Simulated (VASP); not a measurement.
Write the native input for VASP 6.6.1 that does the following.

```
Task                   : single point
Functional             : LDA
Potentials or basis    : VASP PAW LDA potentials, release 64 (Sn_d, O)
Cutoff                 : 520 eV
k mesh                 : 6 × 6 × 6
Occupations            : gaussian, width 0.02 eV
Spin                   : no spin polarisation
Dipole correction      : no
Further INCAR settings : ALGO = Normal; EDIFF = 1e-06; NBANDS = 64
```

The structure of SnO2 lies in POSCAR:

```
SnO2
1.0
    4.7936801407      0.0000000000      0.0000000000
    0.0000000000      5.8199718611      0.0000000000
    0.0000000000      0.0000000000      5.2966877947
Sn O
4 8
Direct
    0.5000000000      0.6635604447      0.7500000000
    0.0000000000      0.8364395553      0.2500000000
    0.5000000000      0.3364395553      0.2500000000
    0.0000000000      0.1635604447      0.7500000000
    0.7267180918      0.6100167022      0.0796078651
    0.2267180918      0.8899832978      0.9203921349
    0.7732819082      0.8899832978      0.5796078651
    0.2732819082      0.6100167022      0.4203921349
    0.7267180918      0.3899832978      0.5796078651
    0.2267180918      0.1100167022      0.4203921349
    0.7732819082      0.1100167022      0.0796078651
    0.2732819082      0.3899832978      0.9203921349
```

This cell differs from its parent crystal: volume scaled by 1.06, then relaxed in part.

The input as run:

INCAR

```
PREC     = Accurate       # precision mode
ENCUT    = 520            # plane-wave cutoff, eV
EDIFF    = 1E-6           # SCF threshold, eV
ISMEAR   = 0              # smearing method
SIGMA    = 0.02           # smearing width, eV
LREAL    = F              # projectors in reciprocal space
LASPH    = T              # aspherical terms in the spheres
NELM     = 80             # most SCF steps
ALGO     = Normal         # electronic algorithm
ISIF     = 2              # what is computed and relaxed
LWAVE    = F              # write WAVECAR
LCHARG   = F              # write CHGCAR
GGA      = CA             # functional
NBANDS   = 64             # bands
LUSENCCL = F
```

KPOINTS

```
Automatic mesh
0
Gamma
  6 6 6
```

Potentials or basis: VASP PAW LDA potentials, release 64 (Sn_d, O).

Launch:

```bash
$ cat potpaw_LDA.64/Sn_d/POTCAR potpaw_LDA.64/O/POTCAR > POTCAR
$ mpirun -np 1 vasp_std > vasp.out
```

Results of the run:

```
Pressure               : -9.3 GPa
Largest force          : 0.019 eV/Å
Band gap on the k mesh : 0.89 eV, indirect (least direct gap 0.94 eV)
```

Caveat: spin-orbit coupling is left out, which moves the levels of the heavy elements.

It took 5.5 min on 1 × NVIDIA H100 80GB with 1 thread of AMD EPYC 7R13 Processor (Zen 3), on a shared host, peak memory 1.5 GiB.
